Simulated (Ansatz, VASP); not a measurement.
Two plane-wave programs on AlP

File INCAR:

```
SYSTEM = AlP
PREC = Accurate
ENCUT = 520
EDIFF = 1E-6
ISMEAR = 0
SIGMA = 0.05
LREAL = Auto
LASPH = .TRUE.
NELM = 100
ALGO = Normal
ISIF = 2
LWAVE = .FALSE.
LCHARG = .TRUE.
LDIPOL = .TRUE.
IDIPOL = 3
DIPOL = 0.5 0.5 0.500
GGA = PS
LELF = .TRUE.
LVHAR = .TRUE.
LVACPOTAV = .TRUE.
NBANDS = 56
```

Contents of KPOINTS:

```
Automatic mesh
0
G
  6 5 1
  0 0 0
```

The input POSCAR:

```
AlP
1.0
    5.4703454814      0.0000000000      0.0000000000
   -2.7351727407      6.1160321784      0.0000000000
    0.0000000000      0.0000000000     26.6204611390
P Al
10 10
Direct
    0.1000000000      0.7000000000      0.2817381698
    0.8000000000      0.1000000000      0.3276880288
    0.5000000000      0.5000000000      0.3736378878
    0.2000000000      0.9000000000      0.4195877468
    0.9000000000      0.3000000000      0.4655376058
    0.6000000000      0.7000000000      0.5114874647
    0.3000000000      0.1000000000      0.5574373237
    0.0000000000      0.5000000000      0.6033871827
    0.7000000000      0.9000000000      0.6493370417
    0.4000000000      0.3000000000      0.6952869007
    0.7000000000      0.4000000000      0.3047130993
    0.4000000000      0.8000000000      0.3506629583
    0.1000000000      0.2000000000      0.3966128173
    0.8000000000      0.6000000000      0.4425626763
    0.5000000000      0.0000000000      0.4885125353
    0.2000000000      0.4000000000      0.5344623942
    0.9000000000      0.8000000000      0.5804122532
    0.6000000000      0.2000000000      0.6263621122
    0.3000000000      0.6000000000      0.6723119712
    0.0000000000      0.0000000000      0.7182618302
```

Input for Ansatz:

```yaml
crystal:
  lattice:
    - [5.4703454814, 0.0, 0.0]
    - [-2.7351727407, 6.1160321784, 0.0]
    - [0.0, 0.0, 26.620461139]
  atoms:
    - { symbol: P, position: [0.1, 0.7, 0.2817381698] }
    - { symbol: Al, position: [0.7, 0.4, 0.3047130993] }
    - { symbol: P, position: [0.8, 0.1, 0.3276880288] }
    - { symbol: Al, position: [0.4, 0.8, 0.3506629583] }
    - { symbol: P, position: [0.5, 0.5, 0.3736378878] }
    - { symbol: Al, position: [0.1, 0.2, 0.3966128173] }
    - { symbol: P, position: [0.2, 0.9, 0.4195877468] }
    - { symbol: Al, position: [0.8, 0.6, 0.4425626763] }
    - { symbol: P, position: [0.9, 0.3, 0.4655376058] }
    - { symbol: Al, position: [0.5, 0.0, 0.4885125353] }
    - { symbol: P, position: [0.6, 0.7, 0.5114874647] }
    - { symbol: Al, position: [0.2, 0.4, 0.5344623942] }
    - { symbol: P, position: [0.3, 0.1, 0.5574373237] }
    - { symbol: Al, position: [0.9, 0.8, 0.5804122532] }
    - { symbol: P, position: [0.0, 0.5, 0.6033871827] }
    - { symbol: Al, position: [0.6, 0.2, 0.6263621122] }
    - { symbol: P, position: [0.7, 0.9, 0.6493370417] }
    - { symbol: Al, position: [0.3, 0.6, 0.6723119712] }
    - { symbol: P, position: [0.4, 0.3, 0.6952869007] }
    - { symbol: Al, position: [0.0, 0.0, 0.7182618302] }
basis:
  ecutwfc: 420
kpoints:
  mp_grid: { grid: [6, 5, 1] }
hamiltonian:
  xc: pbesol
scf:
  occupations: { method: gaussian, width: 0.05 }
output:
  forces: true
  stress: true
  eigenvalues: true
  write_density: true
  write_potential: true
  elf: true
  volumetric_format: npy
efield:
  axis: 3
  dipole_correction: true
  ramp_width: 0.04
```

Alike in both runs: task single point; functional PBEsol; k mesh 6 × 5 × 1; occupations gaussian, width 0.05 eV; no spin polarisation.

|  | VASP | Ansatz |
| --- | --- | --- |
| version | VASP 6.6.1 | Ansatz 0.2.0 |
| potentials or method | VASP PAW PBE potentials, release 64 (P, Al), cutoff 520 eV | scalar-relativistic, plane waves, PAW |
| valence electrons in the cell | 80 | 80 |

```csv
,VASP,Ansatz,Ansatz less VASP
gap on the k mesh at the Fermi level (eV),none,none,-
rms of the force components (eV/Å),0.386,0.385,-0.0009
"work function, face that differs most (eV)",5.25,5.25,+0.005
```

VASP's potentials were made for PBE, not for PBEsol. A gap of «none» marks a metal or a gap that the smearing closes. The functional is the same, so the differences come from potentials, cutoffs and numerics. Ansatz's warnings: xc potential rough in thin density.
